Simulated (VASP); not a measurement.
**Rh: single point with PBE**

Rh:

```xyz
1
Lattice="0.0000 1.9168 1.9168 1.9168 0.0000 1.9168 1.9168 1.9168 0.0000" Properties=species:S:1:pos:R:3 pbc="T T T"
Rh    0.0000    0.0000    0.0000
```

| Quantity | Value |
| --- | --- |
| Program | VASP 6.6.1 |
| Task | single point |
| Functional | PBE |
| Potentials or basis | VASP PAW PBE potentials, release 64 (Rh_pv) |
| Cutoff | 500 eV |
| k mesh | 8 × 8 × 8 |
| Occupations | gaussian, width 0.05 eV |
| Spin | no spin polarisation |
| Dipole correction | no |
| Further INCAR settings | ALGO = Normal; EDIFF = 1e-06; NBANDS = 14 |

- Pressure: 0.1 GPa

Levels at points of the mesh, in eV from the Fermi level:
```tsv
k point	band 4	band 5	band 6	band 7	band 8	band 9	band 10	band 11
(0.00, 0.00, 0.00)	-7.81	-2.97	-2.97	-2.97	-0.95	-0.95	15.97	20.64
(0.50, 0.00, 0.00)	-5.94	-3.04	-3.04	0.54	0.54	0.74	8.38	15.48
(0.50, 0.50, 0.00)	-6.10	-5.75	0.52	0.94	0.94	3.21	11.96	13.16
```

It took 4.1 s on 1 thread of Intel(R) Xeon(R) 6975P-C (Granite Rapids), with other jobs on the host, peak memory 0.12 GiB.
